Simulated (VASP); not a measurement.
Wanted: the native input for a VASP 6.6.1 run.

| Property | Result |
| --- | --- |
| Task | single point |
| Functional | r2SCAN |
| Potentials or basis | VASP PAW PBE potentials, release 64 (Al, Cu) |
| Cutoff | 520 eV |
| k mesh | 12 × 12 × 8 |
| Occupations | gaussian, width 0.1 eV |
| Spin | no spin polarisation |
| Dipole correction | no |
| Further INCAR settings | ALGO = Normal; EDIFF = 1e-06; NBANDS = 24 |

Al3Cu2:

```xyz
5
Lattice="4.0920 0.0000 0.0000 -2.0460 3.5437 0.0000 0.0000 0.0000 4.9928" Properties=species:S:1:pos:R:3 pbc="T T T"
Al    0.0000    0.0000    0.0000
Al    0.0000    2.3625    1.7471
Al    2.0460    1.1812    3.2457
Cu    0.0000    2.3625    4.1915
Cu    2.0460    1.1812    0.8013
```

These files were run (other wordings do the same):

POSCAR

```
Al3Cu2
1.0
    4.0919516368      0.0000000000      0.0000000000
   -2.0459758184      3.5437340685      0.0000000000
    0.0000000000      0.0000000000      4.9927787000
Al Cu
3 2
Direct
    0.0000000000      0.0000000000      0.0000000000
    0.3333333333      0.6666666667      0.3499253500
    0.6666666667      0.3333333333      0.6500746500
    0.3333333333      0.6666666667      0.8395121300
    0.6666666667      0.3333333333      0.1604878700
```

INCAR.step1

```
SYSTEM = Al3Cu2
PREC = Accurate ; ENCUT = 520
ISMEAR = 0 ; SIGMA = 0.1
LREAL = .FALSE. ; LASPH = .TRUE.
NELM = 60 ; NBANDS = 24
GGA = PE ; ALGO = Normal
EDIFF = 1E-4 ; LWAVE = .TRUE.
LCHARG = .FALSE.
```

INCAR.step2

```
SYSTEM = Al3Cu2
PREC = Accurate ; ENCUT = 520
EDIFF = 1E-6 ; ISMEAR = 0
SIGMA = 0.1 ; LREAL = .FALSE.
LASPH = .TRUE. ; NELM = 60
ALGO = Normal ; ISIF = 2
LWAVE = .FALSE. ; LCHARG = .TRUE.
METAGGA = R2SCAN ; LMIXTAU = .TRUE.
LELF = .TRUE. ; LVHAR = .TRUE.
NBANDS = 24 ; ISTART = 1
```

KPOINTS

```
Automatic mesh
0
G
  12 12 8
  0 0 0
```

Potentials or basis: VASP PAW PBE potentials, release 64 (Al, Cu).

The run is started by

```console
$ cat potpaw_PBE.64/Al/POTCAR potpaw_PBE.64/Cu/POTCAR > POTCAR
$ cp INCAR.step1 INCAR
$ mpirun -np 1 vasp_std > vasp.out
$ cp INCAR.step2 INCAR
$ mpirun -np 1 vasp_std > vasp.out
```

It gave:

The pressure is 0.4 GPa. The largest force is 0.016 eV/Å.

Caveat: the PAW data sets were made with another functional, which shifts forces and pressure a little.

It took 22 min on 1 thread of Oxide Virtual Turin-like Processor, with other jobs on the host, peak memory 0.3 GiB.
